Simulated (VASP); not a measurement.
Write the native input for VASP 6.6.1 that does the following.

| Item | Value |
| --- | --- |
| Task | single point |
| Functional | PBE |
| Potentials or basis | VASP PAW PBE potentials, release 64 (Li_sv) |
| Cutoff | 520 eV |
| k mesh | 12 × 12 × 12 |
| Occupations | fermi-dirac, width 0.05 eV |
| Spin | no spin polarisation |
| Dipole correction | no |
| Further INCAR settings | ALGO = Normal; EDIFF = 1e-07; NBANDS = 12 |

The structure of Li lies in POSCAR:

```
Li
1.0
    1.5504989657      0.8951809952      7.8159490000
   -1.5504989657      0.8951809952      7.8159490000
    0.0000000000     -1.7903619905      7.8159490000
Li
3
Direct
    0.0000000000      0.0000000000      0.0000000000
    0.2220000000      0.2220000000      0.2220000000
    0.7780000000      0.7780000000      0.7780000000
```

This cell differs from its parent crystal: zz strain of +3 %.

One way to write it, as run:

INCAR

```
  PREC = Accurate
  ENCUT = 520
  EDIFF = 1E-7
  ISMEAR = -1
  SIGMA = 0.05
  LREAL = False
  LASPH = True
  NELM = 100
  ALGO = Normal
  ISIF = 2
  LWAVE = False
  LCHARG = True
  GGA = PE
  LELF = True
  LVHAR = True
  NBANDS = 12
```

KPOINTS

```
Automatic mesh
0
Gamma
  12 12 12
```

Potentials or basis: VASP PAW PBE potentials, release 64 (Li_sv).

The run is started by

```console
$ cat potpaw_PBE.64/Li_sv/POTCAR > POTCAR
$ mpirun -np 1 vasp_std > vasp.out
```

Results of the run:

| Item | Value |
| --- | --- |
| Largest force | 0.008 eV/Å |

Caveat: the cell differs from its parent crystal (zz strain of +3 %).

Run time: 6 min on 1 thread of Intel(R) Xeon(R) 6975P-C (Granite Rapids) (shared host), peak memory 0.5 GiB.
